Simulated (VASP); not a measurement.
# TiH in VASP: notebook, part 3 of 3

VASP 6.6.1. The steps go on from the part before.

## Step 6: Single point, LDA (the cell strained)

INCAR reads:

```
  ALGO = Normal
  EDIFF = 1E-6
  ENCUT = 520
  GGA = CA
  ISIF = 2
  ISMEAR = 0
  LASPH = True
  LCHARG = False
  LREAL = False
  LWAVE = False
  NBANDS = 14
  NELM = 100
  PREC = Accurate
  SIGMA = 0.15
```

KPOINTS reads:

```
k-points
0
Gamma
  18 18 18
```

POSCAR reads:

```
TiH
1.0
    0.0000000000      2.0516219871      2.0516219871
    1.9558112403      0.0000000000      2.0516219871
    1.9558112403      2.0516219871      0.0000000000
Ti H
1 1
Direct
    0.0000000000      0.0000000000      0.0000000000
    0.5000000000      0.5000000000      0.5000000000
```

Potentials or basis: VASP PAW LDA potentials, release 64 (Ti_sv, H).

Launch:

```sh
$ cat potpaw_LDA.64/Ti_sv/POTCAR potpaw_LDA.64/H/POTCAR > POTCAR
$ mpirun -np 1 vasp_std > vasp.out
```

OUTCAR:

```text
EDIFF = 1E-6
   ENCUT = 520
   GGA = CA
   ISIF = 2
   ISMEAR = 0
   LASPH = True
   LREAL = False
   NELM = 100
   PREC = Accurate

 ion  position               nearest neighbor table
   1  0.000  0.000  0.000-
   2  0.500  0.500  0.500-

  LATTYP: Found a body centered tetragonal cell.
 ALAT       =     2.9014316390
 C/A-ratio  =     1.3481697890

  Lattice vectors:

 A1 = (  -1.9558112403,   0.0000000000,  -2.0516219871)
 A2 = (  -1.9558112403,   0.0000000000,   2.0516219871)
 A3 = (   1.9558112403,   2.0516219871,   0.0000000000)

Analysis of symmetry for initial positions (statically):
=====================================================================
 Subroutine PRICEL returns:
 Original cell was already a primitive cell.

 Routine SETGRP: Setting up the symmetry group for a
 body centered tetragonal supercell.

 Subroutine GETGRP returns: Found 16 space group operations
 (whereof 16 operations were pure point group operations)
 out of a pool of 16 trial point group operations.

The static configuration has the point symmetry D_4h.

Analysis of symmetry for dynamics (positions and initial velocities):
=====================================================================
 Subroutine PRICEL returns:
 Original cell was already a primitive cell.

 Routine SETGRP: Setting up the symmetry group for a
 body centered tetragonal supercell.

 Subroutine GETGRP returns: Found 16 space group operations
 (whereof 16 operations were pure point group operations)
 out of a pool of 16 trial point group operations.

The dynamic configuration has the point symmetry D_4h.

 Subroutine INISYM returns: Found 16 space group operations
 (whereof 16 operations are pure point group operations),
 and found     1 'primitive' translations

----------------------------------------------------------------------------------------

                                     Primitive cell

  volume of cell :      16.4646

  direct lattice vectors                    reciprocal lattice vectors
     0.000000000  2.051621987  2.051621987    -0.255648393  0.243709613  0.243709613
     1.955811240  0.000000000  2.051621987     0.255648393 -0.243709613  0.243709613
     1.955811240  2.051621987  0.000000000     0.255648393  0.243709613 -0.243709613

  length of vectors
     2.901431639  2.834492968  2.834492968     0.429121022  0.429121022  0.429121022

  position of ions in fractional coordinates (direct lattice)
     0.000000000  0.000000000  0.000000000
     0.500000000  0.500000000  0.500000000

  ion indices of the primitive-cell ions
   primitive index   ion index
                 1           1
                 2           2

----------------------------------------------------------------------------------------

 KPOINTS: k-points

Automatic generation of k-mesh.
 Grid dimensions read from file:
 generate k-points for:   18   18   18

 Generating k-lattice:

  Cartesian coordinates                     Fractional coordinates (reciprocal lattice)
[... 39 lines left out ...]
 -0.277778  0.055556 -0.000000     16.000000
 -0.222222  0.055556 -0.000000     16.000000
 [... further k-points ...]
   k-points           NKPTS =    480   k-points in BZ     NKDIM =    480   number of bands    NBANDS=     14
   number of dos      NEDOS =    301   number of ions     NIONS =      2
   total plane-waves  NPLWV =  13824
   dimension x,y,z NGX =    24 NGY =   24 NGZ =   24
   dimension x,y,z NGXF=    48 NGYF=   48 NGZF=   48
   ions per type =               1   1
   NGX,Y,Z   is equivalent  to a cutoff of  13.75, 14.08, 14.08 a.u.
   NGXF,Y,Z  is equivalent  to a cutoff of  27.50, 28.15, 28.15 a.u.
 SYSTEM =  unknown system
   PREC   = accura    normal or accurate (medium, high low for compatibility)
   ISTART =      0    job   : 0-new  1-cont  2-samecut
   ICHARG =      2    charge: 1-file 2-atom 10-const
   ISPIN  =      1    spin polarized calculation?
   LNONCOLLINEAR =      F non collinear calculations
   LSORBIT =      F    spin-orbit coupling
   LASPH  =      T    aspherical Exc in radial PAW
   ENCUT  =  520.0 eV  38.22 Ry    6.18 a.u.   5.39  5.27  5.27*2*pi/ulx,y,z
   NELM   =    100;   NELMIN=  2; NELMDL= -5     # of ELM steps
   EDIFF  = 0.1E-05   stopping-criterion for ELM
   LREAL  =      F    real-space projection
   EDIFFG = 0.1E-04   stopping-criterion for IOM
   NSW    =      0    number of steps for IOM
   IBRION =     -1    ionic relax: 0-MD 1-quasi-New 2-CG
   NFREE  =      0    steps in history (QN), initial steepest desc. (CG)
   ISIF   =      2    stress and relaxation
   ISYM   =      2    0-nonsym 1-usesym 2-fastsym
   POTIM  = 0.5000    time-step for ionic-motion
   TEBEG  =    0.0;   TEEND  =   0.0 temperature during run
   PSTRESS=    0.0 pullay stress
   NELECT =      13.0000    total number of electrons
   NUPDOWN=      -1.0000    fix difference up-down
   EMIN   =  10.00;   EMAX   =-10.00  energy-range for DOS
   EFERMI =   0.00;   METHOD = LEGACY
   ISMEAR =     0;   SIGMA  =   0.15  broadening in eV -4-tet -1-fermi 0-gaus
   EFERMI_NEDOS =   21; number of points for ismear=-14 and -15
   IALGO  =     38    algorithm
   IMIX   =      4    mixing-type and parameters
     AMIX     =   0.40;   BMIX     =  1.00
     AMIX_MAG =   1.60;   BMIX_MAG =  1.00
  volume/ion in A,a.u.               =       8.23        55.55
  Fermi-wavevector in a.u.,A,eV,Ry     =   1.513115  2.859374 31.150790  2.289518
  Thomas-Fermi vector in A             =   2.622950
   LORBIT       =      0    0 simple, 1 ext, 2 COOP (PROOUT), +10 PAW based schemes
   GGA     = CA    functional components
   LHFCALC =     F    Hartree Fock is set to
   AEXX    =    0.0000 exact exchange contribution
   IVDW    =     0    specifies the selected vdW correction
   LEPSILON=     F    determine dielectric tensor
   LRPA    =     F    only Hartree local field effects (RPA)
 non-spin polarized calculation
 Gauss-broadening in eV      SIGMA  =   0.15
  energy-cutoff  :      520.00
  volume of cell :       16.46
 maximum number of plane-waves:       457
 NGX is ok and might be reduce to    24
   NGX = 11   NGY = 11   NGZ = 11

 number of electron      13.0000002 magnetization

 Free energy of the ion-electron system (eV)
  ---------------------------------------------------
  ext. energy  EPLUGINS =         0.00000000
  ---------------------------------------------------
  free energy    TOTEN  =       -12.88520006 eV

  energy without entropy =      -12.86396202  energy(sigma->0) =      -12.87458104

 E-fermi :   9.7131     XC(G=0): -12.7051

 val. band max:        9.7098142322   @ k =  -0.3889   0.1667   0.0556
 cond. band min:       9.7131187470   @ k =   0.1111   0.4444   0.0556
 fundamental gap:      0.0033045147
 Fermi energy:         9.7131047654

 k-point     1 :       0.0000    0.0000    0.0000
  band No.  band energies     occupation
      1     -46.1557      2.00000
      2     -22.3622      2.00000
      3     -22.3279      2.00000
      4     -22.3279      2.00000
      5      -0.1273      2.00000
      6      10.2815      0.00000
      7      10.2815      0.00000
      8      10.7163      0.00000
      9      11.8658      0.00000
     10      12.2332      0.00000
     11      21.5934      0.00000
     12      24.9546      0.00000
     13      26.5753      0.00000
     14      26.5753      0.00000
[... 377 lines left out ...]
      1     -46.0705      2.00000
      2     -22.7934      2.00000
      3     -22.4150      2.00000
      4     -22.3774      2.00000
      5       1.6173      2.00000
      6       9.1188      2.00000
      7      10.2803      0.00000
      8      10.8060      0.00000
      9      11.8670      0.00000
     10      12.3820      0.00000
     11      17.9180      0.00000
     12      24.3650      0.00000
     13      27.6385      0.00000
     14      29.5220      0.00000

 [... further k-points ...]

------------------------ aborting loop because EDIFF is reached ----------------------------------------

  FORCE on cell =-STRESS in cart. coord.  units (eV):
  Direction    XX          YY          ZZ          XY          YZ          ZX
  --------------------------------------------------------------------------------------
  -------------------------------------------------------------------------------------
  Total        0.7312098      0.9163748      0.9163748      0.0000000      0.0000000     -0.0000000
  in kB       71.1542726     89.1727334     89.1727334      0.0000000      0.0000000     -0.0000000
  external PRESSURE =      83.1665798 kB  Pullay stress =       0.0000000 kB

 VOLUME and BASIS-vectors are now :
 -----------------------------------------------------------------------------
  energy-cutoff  :      520.00
  volume of cell :       16.46
      direct lattice vectors                 reciprocal lattice vectors
     0.000000000  2.051621987  2.051621987    -0.255648393  0.243709613  0.243709613
     1.955811240  0.000000000  2.051621987     0.255648393 -0.243709613  0.243709613
     1.955811240  2.051621987  0.000000000     0.255648393  0.243709613 -0.243709613

 POSITION                                       TOTAL-FORCE (eV/Angst)
 -----------------------------------------------------------------------------------
      0.00000      0.00000      0.00000        -0.000000      0.000000     -0.000000
      1.95581      2.05162      2.05162         0.000000     -0.000000      0.000000
 -----------------------------------------------------------------------------------
    total drift:                                0.000000     -0.000000     -0.000000

  FREE ENERGIE OF THE ION-ELECTRON SYSTEM (eV)
  ---------------------------------------------------
  free  energy   TOTEN  =       -12.8852000577 eV

  energy  without entropy=      -12.8639620160  energy(sigma->0) =      -12.87458104
```

It took 29 s on 1 thread of Intel Xeon 6975P-C (Granite Rapids), shared host; peak memory 0.22 GiB.

What came out:

| Item | Value |
| --- | --- |
| Free energy | -12.8852 eV |
| Pressure | 8.3 GPa |
| Band gap on the k mesh | zero (an odd number of electrons rules out a gap without spin polarisation) |

Stress tensor (GPa, compression positive):
```
7.12 0.00 0.00
0.00 8.92 0.00
0.00 0.00 8.92
```

Caveat: the cell differs from its parent crystal (the cell strained); the cell stands under pressure.

## Step 7: The runs side by side

| cell | gap on the mesh (eV) | pressure (GPa) | largest force (eV/Å) |
| --- | --- | --- | --- |
| a = 2.901, b = 2.802, c = 2.802 Å, angles 62.4, 58.8, 58.8°, 2 atoms, atomic positions A | none | 13.1 | 0.29 |
| a = 2.901, b = 2.802, c = 2.802 Å, angles 62.4, 58.8, 58.8°, 2 atoms, atomic positions B | none | 13.1 | - |
| a = 2.901, b = 2.802, c = 2.802 Å, angles 62.4, 58.8, 58.8°, 2 atoms, atomic positions C | none | 13.4 | 0.59 |
| a = 2.901, b = 2.834, c = 2.834 Å, angles 61.6, 59.2, 59.2°, 2 atoms, atomic positions A | none | 8.4 | 0.23 |
| a = 2.901, b = 2.834, c = 2.834 Å, angles 61.6, 59.2, 59.2°, 2 atoms, atomic positions B | none | 8.3 | - |

Alike in all rows: task single point; level LDA; potentials or basis VASP PAW LDA potentials, release 64 (Ti_sv, H); no spin polarisation; k mesh 18 × 18 × 18; cutoff (eV) 520; smearing gaussian 0.15 eV.

Caveats: the cell stands under pressure.

Absolute energies hang on the potentials; compare differences alone.
